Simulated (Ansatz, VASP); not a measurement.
**SrCl2 in VASP and in Ansatz**

```xyz
3
Lattice="0.0000 3.4884 3.4884 3.4884 0.0000 3.4884 3.4884 3.4884 0.0000" Properties=species:S:1:pos:R:3 pbc="T T T"
Sr    0.0000    0.0000    0.0000
Cl    5.2325    5.2325    5.2325
Cl    1.7442    1.7442    1.7442
```

Alike in both runs: functional r2SCAN; k mesh 7 × 7 × 7; occupations fermi-dirac, width 0.05 eV; no spin polarisation.

```csv
,VASP,Ansatz
version,VASP 6.6.1,Ansatz 0.2.0
potentials or method,"VASP PAW PBE potentials, release 64 (Sr_sv, Cl)",Ansatz PAW
plane-wave cutoff (eV),520,500
valence electrons in the cell,24,24
task,single point,band structure
```

|  | VASP | Ansatz | Ansatz less VASP |
| --- | --- | --- | --- |
| gap on the k mesh at the Fermi level (eV) | 6.00 | 6.00 | 0.000 |
| least direct gap on the mesh (eV) | 6.19 | 6.19 | -0.001 |
| pressure (GPa) | 0.3 | 0.3 | -0.05 |

VASP's potentials were made for PBE, not for r2SCAN. With one functional, cell and mesh, what is left measures potentials, basis and numerics.
